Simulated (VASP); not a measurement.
Wanted: the native input for a VASP 6.6.1 run.

* Task: relaxation of cell and atoms
* Functional: r2SCAN
* Potentials or basis: VASP PAW PBE potentials, release 64 (Ti_sv, O)
* Cutoff: 600 eV
* k mesh: 4 × 4 × 6
* Occupations: gaussian, width 0.01 eV
* Spin: no spin polarisation
* Target pressure: 15 GPa
* Dipole correction: no
* Further INCAR settings: ALGO = Normal; EDIFF = 1e-06; IBRION = 2; EDIFFG = -0.002; NSW = 100; ISIF = 3

Crystal: TiO2.

```
CELL_PARAMETERS angstrom
4.59695 0.00000 0.00000
0.00000 4.59695 0.00000
0.00000 0.00000 2.95354
ATOMIC_POSITIONS crystal
Ti 0.00000 0.00000 0.00000
Ti 0.50000 0.50000 0.50000
O 0.30463 0.30463 0.00000
O 0.19537 0.80463 0.50000
O 0.69537 0.69537 0.00000
O 0.80463 0.19537 0.50000
```

The input as run:

POSCAR

```
TiO2
1.0
    4.5969450695      0.0000000000      0.0000000000
    0.0000000000      4.5969450695      0.0000000000
    0.0000000000      0.0000000000      2.9535431401
Ti O
2 4
Direct
    0.0000000000      0.0000000000      0.0000000000
    0.5000000000      0.5000000000      0.5000000000
    0.3046314432      0.3046314432      0.0000000000
    0.1953685568      0.8046314432      0.5000000000
    0.6953685568      0.6953685568      0.0000000000
    0.8046314432      0.1953685568      0.5000000000
```

INCAR.step1

```
ALGO = Normal
EDIFF = 1E-4
ENCUT = 600
GGA = PE
ISMEAR = 0
LASPH = T
LCHARG = F
LREAL = F
LWAVE = T
NELM = 60
PREC = Accurate
SIGMA = 0.01
```

INCAR.step2

```
ALGO = Normal
EDIFF = 1E-6
EDIFFG = -0.002
ENCUT = 600
IBRION = 2
ISIF = 3
ISMEAR = 0
ISTART = 1
LASPH = T
LCHARG = F
LMIXTAU = T
LREAL = F
LWAVE = F
METAGGA = R2SCAN
NELM = 60
NSW = 100
PREC = Accurate
PSTRESS = 150.0
SIGMA = 0.01
```

KPOINTS

```
k-points
0
Gamma
  4 4 6
```

Potentials or basis: VASP PAW PBE potentials, release 64 (Ti_sv, O).

Command:

```sh
$ cat potpaw_PBE.64/Ti_sv/POTCAR potpaw_PBE.64/O/POTCAR > POTCAR
$ cp INCAR.step1 INCAR
$ mpirun -np 1 vasp_std > vasp.out
$ cp INCAR.step2 INCAR
$ mpirun -np 1 vasp_std > vasp.out
```

It gave:

```yaml
Relaxed_volume: 9.87 Å³/atom
Relaxed_cell: a = 4.498 Å, b = 4.498 Å, c = 2.926 Å, α = 90.00°, β = 90.00°, γ = 90.00°
Space_group_after_relaxing_to_0.1_Å: P4_2/mnm (No. 136)
Energy_change_on_relaxing_the_run_minimises_the_enthalpy: +25.3 meV/atom
Ionic_steps: 11
Pressure_after_relaxing: 15.0 GPa
Band_gap_on_the_k_mesh: 2.30 eV
```

Caveat: the cell is relaxed towards a set pressure, so the run minimises the enthalpy, not the energy; the PAW data sets were made with another functional, which shifts forces and pressure a little.

Run time: 12 min on 1 thread of AMD EPYC 9R45 96-Core Processor (Zen 5), on a shared host, peak memory 0.2 GiB.
